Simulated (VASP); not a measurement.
# SiO2 (I4/mmm) in VASP: a series of runs

Aim: see how the results for SiO2 move with the level of theory and the settings. Levels: RPBE, r2SCAN+D3(BJ). Tasks: single point.

Everything below comes from runs of VASP 6.6.1. Logs are shortened: lines on timing, memory, paths and dates and some standing lists are left out, and cuts for length are marked.

## Step 1: The cell of the first run

It takes space group I4/mmm (No. 139, tetragonal). The conventional cell has a = 9.054 Å, b = 9.054 Å, c = 5.299 Å, α = 90.00°, β = 90.00°, γ = 90.00°. Within 2.2 Å of Si (site symmetry m2m) lie 4 O at 1.62 to 1.63 Å. Within 2.2 Å of O (site symmetry m2m) lie 2 Si at 1.63 Å. Within 2.2 Å of O (site symmetry 2/m) lie 2 Si at 1.62 Å.

## Step 2: Single point, RPBE

File INCAR:

```
SYSTEM = SiO2
  PREC = Accurate
  ENCUT = 520
  EDIFF = 1E-6
  ISMEAR = -1
  SIGMA = 0.05
  LREAL = .FALSE.
  LASPH = .TRUE.
  NELM = 100
  ALGO = Normal
  ISIF = 2
  LWAVE = .FALSE.
  LCHARG = .FALSE.
  GGA = RP
  NBANDS = 44
```

File KPOINTS:

```
Automatic mesh
0
G
  6 6 6
  0 0 0
```

File POSCAR:

```
SiO2
1.0
   -4.5271661803      4.5271661803      2.6495851905
    4.5271661803     -4.5271661803      2.6495851905
    4.5271661803      4.5271661803     -2.6495851905
Si O
4 8
Direct
    0.8230671723      0.8230671723      0.6461343447
    0.1769328277      0.8230671723      0.0000000000
    0.8230671723      0.1769328277      0.0000000000
    0.1769328277      0.1769328277      0.3538656553
    0.0000000000      0.7903374840      0.7903374840
    0.2096625160      0.0000000000      0.2096625160
    0.7903374840      0.0000000000      0.7903374840
    0.0000000000      0.2096625160      0.2096625160
    0.0000000000      0.0000000000      0.5000000000
    0.5000000000      0.0000000000      0.0000000000
    0.0000000000      0.5000000000      0.0000000000
    0.5000000000      0.5000000000      0.5000000000
```

Potentials or basis: VASP PAW PBE potentials, release 64 (Si, O).

Command:

```bash
$ cat potpaw_PBE.64/Si/POTCAR potpaw_PBE.64/O/POTCAR > POTCAR
$ mpirun -np 1 vasp_std > vasp.out
```

OUTCAR:

```text
SYSTEM = SiO2
   PREC = Accurate
   ENCUT = 520
   EDIFF = 1E-6
   ISMEAR = -1
   LREAL = .FALSE.
   LASPH = .TRUE.
   NELM = 100
   ISIF = 2
   GGA = RP

 ion  position               nearest neighbor table
   1  0.823  0.823  0.646-  12 1.62   9 1.62   5 1.63   7 1.63
   2  0.177  0.823  0.000-  10 1.62  11 1.62   5 1.63   6 1.63
   3  0.823  0.177  0.000-  10 1.62  11 1.62   7 1.63   8 1.63
   4  0.177  0.177  0.354-  12 1.62   9 1.62   6 1.63   8 1.63
   5  0.000  0.790  0.790-   1 1.63   2 1.63
   6  0.210  0.000  0.210-   4 1.63   2 1.63
   7  0.790  0.000  0.790-   1 1.63   3 1.63
   8  0.000  0.210  0.210-   4 1.63   3 1.63
   9  0.000  0.000  0.500-   1 1.62   4 1.62
  10  0.500  0.000  0.000-   2 1.62   3 1.62
  11  0.000  0.500  0.000-   2 1.62   3 1.62
  12  0.500  0.500  0.500-   1 1.62   4 1.62

  LATTYP: Found a body centered tetragonal cell.
 ALAT       =     9.0543323606
 C/A-ratio  =     0.5852635147

  Lattice vectors:

 A1 = (  -4.5271661803,   4.5271661803,   2.6495851905)
 A2 = (   4.5271661803,  -4.5271661803,   2.6495851905)
 A3 = (   4.5271661803,   4.5271661803,  -2.6495851905)

Analysis of symmetry for initial positions (statically):
=====================================================================
 Subroutine PRICEL returns:
 Original cell was already a primitive cell.

 Routine SETGRP: Setting up the symmetry group for a
 body centered tetragonal supercell.

 Subroutine GETGRP returns: Found 16 space group operations
 (whereof 16 operations were pure point group operations)
 out of a pool of 16 trial point group operations.

The static configuration has the point symmetry D_4h.

Analysis of symmetry for dynamics (positions and initial velocities):
=====================================================================
 Subroutine PRICEL returns:
 Original cell was already a primitive cell.

 Routine SETGRP: Setting up the symmetry group for a
 body centered tetragonal supercell.

 Subroutine GETGRP returns: Found 16 space group operations
 (whereof 16 operations were pure point group operations)
 out of a pool of 16 trial point group operations.

The dynamic configuration has the point symmetry D_4h.

 Subroutine INISYM returns: Found 16 space group operations
 (whereof 16 operations are pure point group operations),
 and found     1 'primitive' translations

----------------------------------------------------------------------------------------

                                     Primitive cell

  volume of cell :     217.2155

  direct lattice vectors                    reciprocal lattice vectors
    -4.527166180  4.527166180  2.649585190     0.000000000  0.110444366  0.188708784
     4.527166180 -4.527166180  2.649585190     0.110444366  0.000000000  0.188708784
     4.527166180  4.527166180 -2.649585190     0.110444366  0.110444366  0.000000000

  length of vectors
     6.928980367  6.928980367  6.928980367     0.218652609  0.218652609  0.156191921

  position of ions in fractional coordinates (direct lattice)
     0.823067172  0.823067172  0.646134345
     0.176932828  0.823067172  0.000000000
     0.823067172  0.176932828  0.000000000
     0.176932828  0.176932828  0.353865655
     0.000000000  0.790337484  0.790337484
     0.209662516  0.000000000  0.209662516
     0.790337484  0.000000000  0.790337484
     0.000000000  0.209662516  0.209662516
     1.000000000  1.000000000  0.500000000
     0.500000000  0.000000000  0.000000000
     0.000000000  0.500000000  0.000000000
     0.500000000  0.500000000  0.500000000

  ion indices of the primitive-cell ions
   primitive index   ion index
                 1           1
                 2           2
                 3           3
                 4           4
                 5           5
                 6           6
                 7           7
                 8           8
                 9           9
                10          10
                11          11
                12          12

----------------------------------------------------------------------------------------

 KPOINTS: Automatic mesh

Automatic generation of k-mesh.
 Grid dimensions read from file:
 generate k-points for:    6    6    6

 Generating k-lattice:

  Cartesian coordinates                     Fractional coordinates (reciprocal lattice)
     0.000000000  0.018407394  0.031451464     0.166666667  0.000000000 -0.000000000
     0.018407394  0.000000000  0.031451464     0.000000000  0.166666667 -0.000000000
     0.018407394  0.018407394  0.000000000     0.000000000  0.000000000  0.166666667

  Length of vectors
     0.036442101  0.036442101  0.026031987

  Shift w.r.t. Gamma in fractional coordinates (k-lattice)
     0.000000000  0.000000000  0.000000000

 Subroutine IBZKPT returns following result:
 ===========================================

 Found     30 irreducible k-points:

 Following reciprocal coordinates:
            Coordinates               Weight
  0.000000  0.000000  0.000000      1.000000
  0.166667  0.000000 -0.000000      8.000000
  0.333333 -0.000000  0.000000      8.000000
  0.500000  0.000000 -0.000000      4.000000
  0.166667  0.166667 -0.000000      8.000000
  0.333333  0.166667  0.000000     16.000000
[... 16 lines left out ...]
 -0.333333 -0.333333  0.166667      8.000000
 -0.166667 -0.333333  0.166667      8.000000
 [... further k-points ...]
   k-points           NKPTS =     30   k-points in BZ     NKDIM =     30   number of bands    NBANDS=     44
   number of dos      NEDOS =    301   number of ions     NIONS =     12
   total plane-waves  NPLWV = 157464
   dimension x,y,z NGX =    54 NGY =   54 NGZ =   54
   dimension x,y,z NGXF=   108 NGYF=  108 NGZF=  108
   ions per type =               4   8
   NGX,Y,Z   is equivalent  to a cutoff of  12.96, 12.96, 12.96 a.u.
   NGXF,Y,Z  is equivalent  to a cutoff of  25.91, 25.91, 25.91 a.u.
 SYSTEM =  SiO2
   PREC   = accura    normal or accurate (medium, high low for compatibility)
   ISTART =      0    job   : 0-new  1-cont  2-samecut
   ICHARG =      2    charge: 1-file 2-atom 10-const
   ISPIN  =      1    spin polarized calculation?
   LNONCOLLINEAR =      F non collinear calculations
   LSORBIT =      F    spin-orbit coupling
   LASPH  =      T    aspherical Exc in radial PAW
   ENCUT  =  520.0 eV  38.22 Ry    6.18 a.u.  12.88 12.88 12.88*2*pi/ulx,y,z
   NELM   =    100;   NELMIN=  2; NELMDL= -5     # of ELM steps
   EDIFF  = 0.1E-05   stopping-criterion for ELM
   LREAL  =      F    real-space projection
   EDIFFG = 0.1E-04   stopping-criterion for IOM
   NSW    =      0    number of steps for IOM
   IBRION =     -1    ionic relax: 0-MD 1-quasi-New 2-CG
   NFREE  =      0    steps in history (QN), initial steepest desc. (CG)
   ISIF   =      2    stress and relaxation
   ISYM   =      2    0-nonsym 1-usesym 2-fastsym
   POTIM  = 0.5000    time-step for ionic-motion
   TEBEG  =    0.0;   TEEND  =   0.0 temperature during run
   PSTRESS=    0.0 pullay stress
   NELECT =      64.0000    total number of electrons
   NUPDOWN=      -1.0000    fix difference up-down
   EMIN   =  10.00;   EMAX   =-10.00  energy-range for DOS
   EFERMI =   0.00;   METHOD = LEGACY
   ISMEAR =    -1;   SIGMA  =   0.05  broadening in eV -4-tet -1-fermi 0-gaus
   EFERMI_NEDOS =   21; number of points for ismear=-14 and -15
   IALGO  =     38    algorithm
   IMIX   =      4    mixing-type and parameters
     AMIX     =   0.40;   BMIX     =  1.00
     AMIX_MAG =   1.60;   BMIX_MAG =  1.00
  volume/ion in A,a.u.               =      18.10       122.15
  Fermi-wavevector in a.u.,A,eV,Ry     =   1.089360  2.058591 16.146091  1.186704
  Thomas-Fermi vector in A             =   2.225561
   LORBIT       =      0    0 simple, 1 ext, 2 COOP (PROOUT), +10 PAW based schemes
   GGA     = RP    functional components
   LHFCALC =     F    Hartree Fock is set to
   AEXX    =    0.0000 exact exchange contribution
   IVDW    =     0    specifies the selected vdW correction
   LEPSILON=     F    determine dielectric tensor
   LRPA    =     F    only Hartree local field effects (RPA)
 non-spin polarized calculation
  energy-cutoff  :      520.00
  volume of cell :      217.22
 maximum number of plane-waves:      5873
 NGX is ok and might be reduce to    54
   NGX = 25   NGY = 25   NGZ = 25

 number of electron      64.0000015 magnetization

 Free energy of the ion-electron system (eV)
  ---------------------------------------------------
  ext. energy  EPLUGINS =         0.00000000
  ---------------------------------------------------
  free energy    TOTEN  =       -91.23169255 eV

  energy without entropy =      -91.23169255  energy(sigma->0) =      -91.23169255

 E-fermi :  -0.0354     XC(G=0):  -7.0718

 val. band max:       -1.1620167746   @ k =   0.5000   0.5000   0.5000
 cond. band min:       4.1519902889   @ k =   0.0000   0.0000   0.0000
 fundamental gap:      5.3140070636
 Fermi energy:        -0.0353991767

 k-point     1 :       0.0000    0.0000    0.0000
  band No.  band energies     occupation
      1     -20.5046      2.00000
      2     -19.6824      2.00000
      3     -19.1878      2.00000
      4     -19.1878      2.00000
      5     -18.6153      2.00000
      6     -18.5971      2.00000
[... 36 lines left out ...]
     43       9.6902      0.00000
     44       9.9588      0.00000

 k-point     2 :       0.1667    0.0000   -0.0000
  band No.  band energies     occupation
      1     -20.4402      2.00000
      2     -19.6819      2.00000
      3     -19.2807      2.00000
      4     -19.1861      2.00000
      5     -18.6150      2.00000
      6     -18.5998      2.00000
[... 36 lines left out ...]
     43       9.4867      0.00000
     44       9.5577      0.00000

 k-point     3 :       0.3333   -0.0000    0.0000
  band No.  band energies     occupation
      1     -20.2690      2.00000
      2     -19.6786      2.00000
      3     -19.5094      2.00000
      4     -19.1889      2.00000
      5     -18.6157      2.00000
      6     -18.6050      2.00000
[... 36 lines left out ...]
     43       9.3836      0.00000
     44       9.6553      0.00000

 k-point     4 :       0.5000    0.0000   -0.0000
  band No.  band energies     occupation
      1     -20.1270      2.00000
      2     -19.6798      2.00000
      3     -19.6756      2.00000
      4     -19.1935      2.00000
      5     -18.6173      2.00000
      6     -18.6064      2.00000
[... 882 lines left out ...]
     43       9.3636      0.00000
     44       9.8885      0.00000

 k-point    23 :      -0.3333   -0.3333    0.1667
  band No.  band energies     occupation
      1     -20.0534      2.00000
      2     -19.8995      2.00000
      3     -19.7350      2.00000
      4     -18.9455      2.00000
      5     -18.6154      2.00000
      6     -18.6104      2.00000
[... 36 lines left out ...]
     43       9.3785      0.00000
     44       9.7863      0.00000

 k-point    24 :      -0.1667   -0.3333    0.1667
  band No.  band energies     occupation
      1     -20.1280      2.00000
      2     -19.6781      2.00000
      3     -19.6770      2.00000
      4     -19.1901      2.00000
      5     -18.6202      2.00000
      6     -18.6065      2.00000
[... 36 lines left out ...]
     43       9.7834      0.00000
     44       9.9225      0.00000

 [... further k-points ...]

------------------------ aborting loop because EDIFF is reached ----------------------------------------

  FORCE on cell =-STRESS in cart. coord.  units (eV):
  Direction    XX          YY          ZZ          XY          YZ          ZX
  --------------------------------------------------------------------------------------
  -------------------------------------------------------------------------------------
  Total       -0.3952197     -0.3952197     -0.4351330      0.0000000      0.0000000     -0.0000000
  in kB       -2.9151332     -2.9151332     -3.2095332      0.0000000      0.0000000     -0.0000000
  external PRESSURE =      -3.0132665 kB  Pullay stress =       0.0000000 kB

 VOLUME and BASIS-vectors are now :
 -----------------------------------------------------------------------------
  energy-cutoff  :      520.00
  volume of cell :      217.22
      direct lattice vectors                 reciprocal lattice vectors
    -4.527166180  4.527166180  2.649585190     0.000000000  0.110444366  0.188708784
     4.527166180 -4.527166180  2.649585190     0.110444366  0.000000000  0.188708784
     4.527166180  4.527166180 -2.649585190     0.110444366  0.110444366  0.000000000

 POSITION                                       TOTAL-FORCE (eV/Angst)
 -----------------------------------------------------------------------------------
      2.92516      2.92516      2.64959        -0.019131     -0.019131     -0.000000
      2.92516     -2.92516      2.64959        -0.019131      0.019131     -0.000000
     -2.92516      2.92516      2.64959         0.019131     -0.019131      0.000000
      1.60201      1.60201      0.00000         0.019131      0.019131     -0.000000
      7.15598      0.00000      0.00000         0.030591      0.000000     -0.000000
      0.00000      1.89835      0.00000        -0.000000     -0.030591     -0.000000
      0.00000      7.15598      0.00000        -0.000000      0.030591     -0.000000
      1.89835      0.00000      0.00000        -0.030591      0.000000     -0.000000
      2.26358      2.26358     -1.32479        -0.000000      0.000000     -0.000000
     -2.26358      2.26358      1.32479        -0.000000      0.000000     -0.000000
      2.26358     -2.26358      1.32479        -0.000000      0.000000     -0.000000
      2.26358      2.26358      1.32479        -0.000000      0.000000     -0.000000
 -----------------------------------------------------------------------------------
    total drift:                               -0.000000     -0.000000     -0.000000

  FREE ENERGIE OF THE ION-ELECTRON SYSTEM (eV)
  ---------------------------------------------------
  free  energy   TOTEN  =       -91.2316925454 eV

  energy  without entropy=      -91.2316925453  energy(sigma->0) =      -91.23169255
```

Run time: 7.3 min. Hardware: 1 thread of Intel Xeon Platinum 8259CL at 2.50GHz (Skylake/Cascade Lake), shared host; peak memory 0.51 GiB.

Results:

- Free energy: -91.2317 eV
- Pressure: -0.3 GPa
- Largest force: 0.031 eV/Å
- Band gap on the k mesh: 5.31 eV, indirect (the least direct gap lies 1.1 meV higher)

Forces in eV/Å, atoms in the order of the input:
```
Si  -0.019 -0.019  0.000
Si  -0.019  0.019  0.000
Si   0.019 -0.019  0.000
Si   0.019  0.019  0.000
O    0.031  0.000  0.000
O    0.000 -0.031  0.000
O    0.000  0.031  0.000
O   -0.031  0.000  0.000
O    0.000  0.000  0.000
O    0.000  0.000  0.000
O    0.000  0.000  0.000
O    0.000  0.000  0.000
```

Levels at points of the mesh, in eV from the valence-band top:
| k point | band 29 | band 30 | band 31 | band 32 | band 33 | band 34 | band 35 | band 36 |
| --- | --- | --- | --- | --- | --- | --- | --- | --- |
| (0.00, 0.00, 0.00) | -0.80 | -0.64 | -0.01 | 0.00 | 5.31 | 8.18 | 8.40 | 8.43 |
| (0.50, 0.00, 0.00) | -1.04 | -0.72 | -0.56 | -0.25 | 7.45 | 7.63 | 8.49 | 8.64 |
| (0.50, 0.50, 0.00) | -0.42 | -0.38 | -0.36 | -0.23 | 6.48 | 6.80 | 8.43 | 8.74 |
| (0.50, 0.50, 0.50) | -0.95 | -0.19 | 0.00 | 0.00 | 7.38 | 7.38 | 7.54 | 7.86 |

Caveat: the PAW data sets were made with another functional, which shifts forces and pressure a little.

[end of part 1 of 2]
